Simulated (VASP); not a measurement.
Set up this calculation in VASP 6.6.1, as the native input.

```
Task                   : single point
Functional             : LDA
Potentials or basis    : VASP PAW LDA potentials, release 64 (Ti_sv)
Cutoff                 : 500 eV
k mesh                 : 18 × 18 × 18
Occupations            : methfessel-paxton, width 0.05 eV
Spin                   : no spin polarisation
Dipole correction      : no
Further INCAR settings : ALGO = Normal; EDIFF = 1e-06; NBANDS = 12
```

The structure of Ti lies in POSCAR:

```
Ti
1.0
    0.0000000000      2.0002123335      2.0002123335
    2.0002123335      0.0000000000      2.0002123335
    2.0002123335      2.0002123335      0.0000000000
Ti
1
Direct
    0.0000000000      0.0000000000      0.0000000000
```

This isn't the form of Ti at room conditions, which is hcp.

These files were run (other wordings do the same):

INCAR

```
SYSTEM = Ti
ALGO = Normal ; EDIFF = 1E-6
ENCUT = 500 ; GGA = CA
GGA_COMPAT = .FALSE. ; ISIF = 2
ISMEAR = 1 ; LASPH = .TRUE.
LCHARG = .FALSE. ; LREAL = .FALSE.
LWAVE = .FALSE. ; NBANDS = 12
NELM = 120 ; PREC = Accurate
SIGMA = 0.05
```

KPOINTS

```
k-points
0
G
  18 18 18
  0 0 0
```

Potentials or basis: VASP PAW LDA potentials, release 64 (Ti_sv).

The run is started by

```sh
$ cat potpaw_LDA.64/Ti_sv/POTCAR > POTCAR
$ mpirun -np 1 vasp_std > vasp.out
```

It gave:

- Pressure: -0.3 GPa
- Band gap on the k mesh: zero (bands 6 and 7 overlap by 1.40 eV)

It took 100 s on 1 thread of AMD EPYC 7571, with other jobs on the host, peak memory 0.12 GiB.
